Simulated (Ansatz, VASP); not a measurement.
## Two plane-wave programs on TiCdH3

```
CELL_PARAMETERS angstrom
2.31499 -1.70676 -4.25323
0.00000 2.87614 -4.25323
3.37881 1.70676 4.25323
ATOMIC_POSITIONS crystal
Cd 0.34200 0.34200 0.02600
Cd 0.65800 0.65800 0.97400
Ti 0.15600 0.15600 0.46800
Ti 0.84400 0.84400 0.53200
H 0.54000 0.97000 0.77000
H 0.26000 0.54000 0.77000
H 0.97000 0.26000 0.77000
H 0.46000 0.03000 0.23000
H 0.74000 0.46000 0.23000
H 0.03000 0.74000 0.23000
```

Alike in both runs: task single point; functional PBE; k mesh 6 × 6 × 6; no spin polarisation.

|  | VASP | Ansatz |
| --- | --- | --- |
| version | VASP 6.6.1 | Ansatz 0.2.0 |
| potentials or method | VASP PAW PBE potentials, release 64 (Cd, Ti_sv, H), cutoff 520 eV | PAW plane waves |
| occupations | fermi-dirac, width 0.1 eV | fermi-dirac |
| valence electrons in the cell | 54 | 70 |

Ansatz gave:

| Item | Value |
| --- | --- |
| pressure (GPa) | 1.6 |
| traceless stress, the component that is largest in VASP (GPa) | 0.65 |
| rms of the force components (eV/Å) | 0.913 |

Question: Which values does VASP return?

Answer: Pressure (GPa): 1.9; traceless stress, the component that is largest in VASP (GPa): 0.69; rms of the force components (eV/Å): 0.929.

Atom by atom the forces differ by 0.019 eV/Å (rms over components). VASP's potentials hold 54 valence electrons a cell and Ansatz's 70, so a difference there can come from the potentials and not from the codes.
